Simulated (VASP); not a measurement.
# CdSe (P6_3mc) in VASP: further runs

The runs below take CdSe through single point, with PBE.

Everything below comes from runs of VASP 6.6.1. Logs are shortened: lines on timing, memory, paths and dates and some standing lists are left out, and cuts for length are marked.

## Step 1: The cell of the first run

The structure is hexagonal, space group P6_3mc (No. 186). Conventional cell: a = 4.300 Å, b = 4.300 Å, c = 7.020 Å, α = 90.00°, β = 90.00°, γ = 120.00°. Within 3.4 Å of Cd (site symmetry 3m) lie 4 Se at 2.61 to 2.70 Å. Se (site symmetry 3m) has 4 Cd at 2.61 to 2.70 Å within 3.4 Å.

## Step 2: Single point, PBE

INCAR reads:

```
SYSTEM = CdSe
PREC = Accurate
ENCUT = 520
EDIFF = 1E-6
ISMEAR = 0
SIGMA = 0.01
LREAL = .False.
LASPH = .True.
NELM = 60
ALGO = Normal
ISIF = 2
LWAVE = .False.
LCHARG = .False.
GGA = PE
NBANDS = 26
```

KPOINTS reads:

```
regular mesh
0
Gamma
  6 6 4
  0 0 0
```

POSCAR reads:

```
CdSe
1.0
    4.3000000000      0.0000000000      0.0000000000
   -2.1500000000      3.7239092400      0.0000000000
    0.0000000000      0.0000000000      7.0200000000
Cd Se
2 2
Direct
    0.3333333333      0.6666666667      0.0000000000
    0.6666666667      0.3333333333      0.5000000000
    0.3333333333      0.6666666667      0.3850000000
    0.6666666667      0.3333333333      0.8850000000
```

Potentials or basis: VASP PAW PBE potentials, release 64 (Cd, Se).

The run is started by

```console
> cat potpaw_PBE.64/Cd/POTCAR potpaw_PBE.64/Se/POTCAR > POTCAR
> mpirun -np 1 vasp_std > vasp.out
```

OUTCAR:

```text
SYSTEM = CdSe
   PREC = Accurate
   ENCUT = 520
   EDIFF = 1E-6
   ISMEAR = 0
   LREAL = .False.
   LASPH = .True.
   NELM = 60
   ISIF = 2
   GGA = PE

 ion  position               nearest neighbor table
   1  0.333  0.667  0.000-   4 2.61   4 2.61   4 2.61   3 2.70
   2  0.667  0.333  0.500-   3 2.61   3 2.61   3 2.61   4 2.70
   3  0.333  0.667  0.385-   2 2.61   2 2.61   2 2.61   1 2.70
   4  0.667  0.333  0.885-   1 2.61   1 2.61   1 2.61   2 2.70

  LATTYP: Found a hexagonal cell.
 ALAT       =     4.3000000000
 C/A-ratio  =     1.6325581395

  Lattice vectors:

 A1 = (   4.3000000000,   0.0000000000,   0.0000000000)
 A2 = (  -2.1500000000,   3.7239092400,   0.0000000000)
 A3 = (   0.0000000000,   0.0000000000,   7.0200000000)

Analysis of symmetry for initial positions (statically):
=====================================================================
 Subroutine PRICEL returns:
 Original cell was already a primitive cell.

 Routine SETGRP: Setting up the symmetry group for a
 hexagonal supercell.

 Subroutine GETGRP returns: Found 12 space group operations
 (whereof  6 operations were pure point group operations)
 out of a pool of 24 trial point group operations.

The static configuration has the point symmetry C_3v.
 The point group associated with its full space group is C_6v.

Analysis of symmetry for dynamics (positions and initial velocities):
=====================================================================
 Subroutine PRICEL returns:
 Original cell was already a primitive cell.

 Routine SETGRP: Setting up the symmetry group for a
 hexagonal supercell.

 Subroutine GETGRP returns: Found 12 space group operations
 (whereof  6 operations were pure point group operations)
 out of a pool of 24 trial point group operations.

The dynamic configuration has the point symmetry C_3v.
 The point group associated with its full space group is C_6v.

 Subroutine INISYM returns: Found 12 space group operations
 (whereof  6 operations are pure point group operations),
 and found     1 'primitive' translations

----------------------------------------------------------------------------------------

                                     Primitive cell

  volume of cell :     112.4099

  direct lattice vectors                    reciprocal lattice vectors
     4.300000000  0.000000000  0.000000000     0.232558140  0.134267504  0.000000000
    -2.150000000  3.723909240  0.000000000     0.000000000  0.268535009  0.000000000
     0.000000000  0.000000000  7.020000000     0.000000000  0.000000000  0.142450142

  length of vectors
     4.300000000  4.300000003  7.020000000     0.268535009  0.268535009  0.142450142

  position of ions in fractional coordinates (direct lattice)
     0.333333333  0.666666667  0.000000000
     0.666666667  0.333333333  0.500000000
     0.333333333  0.666666667  0.385000000
     0.666666667  0.333333333  0.885000000

  ion indices of the primitive-cell ions
   primitive index   ion index
                 1           1
                 2           2
                 3           3
                 4           4

----------------------------------------------------------------------------------------

 KPOINTS: regular mesh

Automatic generation of k-mesh.
 Grid dimensions read from file:
 generate k-points for:    6    6    4

 Generating k-lattice:

  Cartesian coordinates                     Fractional coordinates (reciprocal lattice)
     0.038759690  0.022377917  0.000000000     0.166666667  0.000000000  0.000000000
     0.000000000  0.044755835  0.000000000     0.000000000  0.166666667  0.000000000
     0.000000000  0.000000000  0.035612536     0.000000000  0.000000000  0.250000000

  Length of vectors
     0.044755835  0.044755835  0.035612536

  Shift w.r.t. Gamma in fractional coordinates (k-lattice)
     0.000000000  0.000000000  0.000000000

 Subroutine IBZKPT returns following result:
 ===========================================

 Found     21 irreducible k-points:

 Following reciprocal coordinates:
            Coordinates               Weight
  0.000000  0.000000  0.000000      1.000000
  0.166667  0.000000  0.000000      6.000000
  0.333333  0.000000  0.000000      6.000000
  0.500000  0.000000  0.000000      3.000000
  0.166667  0.166667  0.000000      6.000000
  0.333333  0.166667  0.000000     12.000000
[... 13 lines left out ...]
  0.333333  0.166667  0.500000     12.000000
  0.333333  0.333333  0.500000      2.000000
   k-points           NKPTS =     21   k-points in BZ     NKDIM =     21   number of bands    NBANDS=     26
   number of dos      NEDOS =    301   number of ions     NIONS =      4
   total plane-waves  NPLWV =  55296
   dimension x,y,z NGX =    32 NGY =   32 NGZ =   54
   dimension x,y,z NGXF=    64 NGYF=   64 NGZF=  108
   ions per type =               2   2
   NGX,Y,Z   is equivalent  to a cutoff of  12.37, 12.37, 12.79 a.u.
   NGXF,Y,Z  is equivalent  to a cutoff of  24.74, 24.74, 25.58 a.u.
 SYSTEM =  CdSe
   PREC   = accura    normal or accurate (medium, high low for compatibility)
   ISTART =      0    job   : 0-new  1-cont  2-samecut
   ICHARG =      2    charge: 1-file 2-atom 10-const
   ISPIN  =      1    spin polarized calculation?
   LNONCOLLINEAR =      F non collinear calculations
   LSORBIT =      F    spin-orbit coupling
   LASPH  =      T    aspherical Exc in radial PAW
   ENCUT  =  520.0 eV  38.22 Ry    6.18 a.u.   8.00  8.00 13.05*2*pi/ulx,y,z
   NELM   =     60;   NELMIN=  2; NELMDL= -5     # of ELM steps
   EDIFF  = 0.1E-05   stopping-criterion for ELM
   LREAL  =      F    real-space projection
   EDIFFG = 0.1E-04   stopping-criterion for IOM
   NSW    =      0    number of steps for IOM
   IBRION =     -1    ionic relax: 0-MD 1-quasi-New 2-CG
   NFREE  =      0    steps in history (QN), initial steepest desc. (CG)
   ISIF   =      2    stress and relaxation
   ISYM   =      2    0-nonsym 1-usesym 2-fastsym
   POTIM  = 0.5000    time-step for ionic-motion
   TEBEG  =    0.0;   TEEND  =   0.0 temperature during run
   PSTRESS=    0.0 pullay stress
   NELECT =      36.0000    total number of electrons
   NUPDOWN=      -1.0000    fix difference up-down
   EMIN   =  10.00;   EMAX   =-10.00  energy-range for DOS
   EFERMI =   0.00;   METHOD = LEGACY
   ISMEAR =     0;   SIGMA  =   0.01  broadening in eV -4-tet -1-fermi 0-gaus
   EFERMI_NEDOS =   21; number of points for ismear=-14 and -15
   IALGO  =     38    algorithm
   IMIX   =      4    mixing-type and parameters
     AMIX     =   0.40;   BMIX     =  1.00
     AMIX_MAG =   1.60;   BMIX_MAG =  1.00
  volume/ion in A,a.u.               =      28.10       189.64
  Fermi-wavevector in a.u.,A,eV,Ry     =   1.120059  2.116604 17.068937  1.254531
  Thomas-Fermi vector in A             =   2.256702
   LORBIT       =      0    0 simple, 1 ext, 2 COOP (PROOUT), +10 PAW based schemes
   GGA     = PE    functional components
   LHFCALC =     F    Hartree Fock is set to
   AEXX    =    0.0000 exact exchange contribution
   IVDW    =     0    specifies the selected vdW correction
   LEPSILON=     F    determine dielectric tensor
   LRPA    =     F    only Hartree local field effects (RPA)
 non-spin polarized calculation
 Gauss-broadening in eV      SIGMA  =   0.01
  energy-cutoff  :      520.00
  volume of cell :      112.41
 maximum number of plane-waves:      3042
 NGX is ok and might be reduce to    32
   NGX = 15   NGY = 15   NGZ = 27

 number of electron      35.9999998 magnetization

 Free energy of the ion-electron system (eV)
  ---------------------------------------------------
  ext. energy  EPLUGINS =         0.00000000
  ---------------------------------------------------
  free energy    TOTEN  =       -10.90127441 eV

  energy without entropy =      -10.90127441  energy(sigma->0) =      -10.90127441

 E-fermi :   1.0138     XC(G=0):  -8.8814

 val. band max:        0.9378323764   @ k =   0.0000   0.0000   0.0000
 cond. band min:       1.6397573758   @ k =   0.0000   0.0000   0.0000
 fundamental gap:      0.7019249993
 Fermi energy:         1.0138431128

 k-point     1 :       0.0000    0.0000    0.0000
  band No.  band energies     occupation
      1     -11.6566      2.00000
      2     -11.2904      2.00000
      3      -6.9987      2.00000
      4      -6.9987      2.00000
      5      -6.9432      2.00000
      6      -6.9432      2.00000
[... 18 lines left out ...]
     25       7.9288      0.00000
     26       8.6666      0.00000

 k-point     2 :       0.1667    0.0000    0.0000
  band No.  band energies     occupation
      1     -11.5723      2.00000
      2     -11.2502      2.00000
      3      -6.9643      2.00000
      4      -6.9500      2.00000
      5      -6.9024      2.00000
      6      -6.8992      2.00000
[... 18 lines left out ...]
     25       8.1937      0.00000
     26       8.5802      0.00000

 k-point     3 :       0.3333    0.0000    0.0000
  band No.  band energies     occupation
      1     -11.3891      2.00000
      2     -11.1813      2.00000
      3      -6.9059      2.00000
      4      -6.8968      2.00000
      5      -6.8109      2.00000
      6      -6.7796      2.00000
[... 18 lines left out ...]
     25       8.7993      0.00000
     26       9.1590      0.00000

 k-point     4 :       0.5000    0.0000    0.0000
  band No.  band energies     occupation
      1     -11.2800      2.00000
      2     -11.1631      2.00000
      3      -6.8846      2.00000
      4      -6.8843      2.00000
      5      -6.7684      2.00000
      6      -6.7126      2.00000
[... 18 lines left out ...]
     25       8.8455      0.00000
     26      10.5495      0.00000
[... 409 lines left out ...]
      1     -11.3120      2.00000
      2     -11.3120      2.00000
      3      -6.8872      2.00000
      4      -6.8872      2.00000
      5      -6.8572      2.00000
      6      -6.8572      2.00000
[... 18 lines left out ...]
     25       8.5277      0.00000
     26       8.5277      0.00000

 k-point    20 :       0.3333    0.1667    0.5000
  band No.  band energies     occupation
      1     -11.2154      2.00000
      2     -11.2154      2.00000
      3      -6.8408      2.00000
      4      -6.8408      2.00000
      5      -6.8214      2.00000
      6      -6.8214      2.00000
[... 18 lines left out ...]
     25       8.9429      0.00000
     26       8.9429      0.00000

 k-point    21 :       0.3333    0.3333    0.5000
  band No.  band energies     occupation
      1     -11.1841      2.00000
      2     -11.1841      2.00000
      3      -6.8215      2.00000
      4      -6.8215      2.00000
      5      -6.8096      2.00000
      6      -6.8096      2.00000
[... 18 lines left out ...]
     25       9.7057      0.00000
     26       9.7058      0.00000

------------------------ aborting loop because EDIFF is reached ----------------------------------------

  FORCE on cell =-STRESS in cart. coord.  units (eV):
  Direction    XX          YY          ZZ          XY          YZ          ZX
  --------------------------------------------------------------------------------------
  -------------------------------------------------------------------------------------
  Total        2.8386914      2.8386914      1.3477654      0.0000000      0.0000000      0.0000000
  in kB       40.4598356     40.4598357     19.2096849      0.0000000      0.0000000      0.0000000
  external PRESSURE =      33.3764521 kB  Pullay stress =       0.0000000 kB

 VOLUME and BASIS-vectors are now :
 -----------------------------------------------------------------------------
  energy-cutoff  :      520.00
  volume of cell :      112.41
      direct lattice vectors                 reciprocal lattice vectors
     4.300000000  0.000000000  0.000000000     0.232558140  0.134267504  0.000000000
    -2.150000000  3.723909240  0.000000000     0.000000000  0.268535009  0.000000000
     0.000000000  0.000000000  7.020000000     0.000000000  0.000000000  0.142450142

 POSITION                                       TOTAL-FORCE (eV/Angst)
 -----------------------------------------------------------------------------------
     -0.00000      2.48261      0.00000         0.000000     -0.000000      0.292263
      2.15000      1.24130      3.51000         0.000000      0.000000      0.292263
     -0.00000      2.48261      2.70270         0.000000     -0.000000     -0.292263
      2.15000      1.24130      6.21270        -0.000000      0.000000     -0.292263
 -----------------------------------------------------------------------------------
    total drift:                               -0.000000     -0.000000      0.000093

  FREE ENERGIE OF THE ION-ELECTRON SYSTEM (eV)
  ---------------------------------------------------
  free  energy   TOTEN  =       -10.9012744055 eV

  energy  without entropy=      -10.9012744055  energy(sigma->0) =      -10.90127441
```

Run time: 72 s. Hardware: 1 thread of Intel Xeon 8259CL, shared host; peak memory 0.25 GiB.

What came out:

- Free energy: -10.9013 eV
- Pressure: 3.3 GPa
- Largest force: 0.292 eV/Å
- Band gap on the k mesh: 0.70 eV

Forces in eV/Å, atoms in the order of the input:
```
Cd   0.000  0.000  0.292
Cd   0.000  0.000  0.292
Se   0.000  0.000 -0.292
Se   0.000  0.000 -0.292
```

Stress tensor (GPa, compression positive):
```
4.05 0.00 0.00
0.00 4.05 0.00
0.00 0.00 1.92
```

Caveat: the cell stands under pressure. Expect the measured gap to be larger: semilocal functionals such as PBE lack the derivative discontinuity.

## Step 3: Single point, PBE, non-collinear spin, zero start, spin-orbit coupling

INCAR reads:

```
PREC = Accurate
ENCUT = 520
EDIFF = 1E-6
ISMEAR = 0
SIGMA = 0.01
LREAL = F
LASPH = T
NELM = 150
ALGO = Normal
ISIF = 2
LWAVE = F
LCHARG = F
MAGMOM = 0 0 0 0 0 0 0 0 0 0 0 0
LORBIT = 11
LSORBIT = T
GGA_COMPAT = F
LORBMOM = T
GGA = PE
NBANDS = 50
```

KPOINTS reads:

```
regular mesh
0
Gamma
  6 6 4
```

POSCAR is that of step 2.

Potentials or basis: VASP PAW PBE potentials, release 64 (Cd, Se).

The run is started by

```console
> cat potpaw_PBE.64/Cd/POTCAR potpaw_PBE.64/Se/POTCAR > POTCAR
> mpirun -np 1 vasp_ncl > vasp.out
```

It took 9 min on 1 thread of Intel Xeon 8259CL, shared host; peak memory 0.57 GiB.

The run converged. Its results:

* Free energy: -10.9986 eV
* Pressure: 3.3 GPa
* Largest force: 0.292 eV/Å
* Net moment: 0.00 μB per cell
* Valence electrons inside the program's atomic spheres: Cd 10.32; Se 3.87

Forces in eV/Å, atoms in the order of the input:
```
Cd   0.000  0.000  0.292
Cd   0.000  0.000  0.292
Se   0.000  0.000 -0.292
Se   0.000  0.000 -0.292
```

Stress tensor (GPa, compression positive):
```
4.04 0.00 0.00
0.00 4.04 0.00
0.00 0.00 1.92
```

Moments on the atoms (μB; x, y, z):
```
Cd  0.00 0.00 0.00
Cd  0.00 0.00 0.00
Se  0.00 0.00 0.00
Se  0.00 0.00 0.00
```

Caveat: the cell stands under pressure.
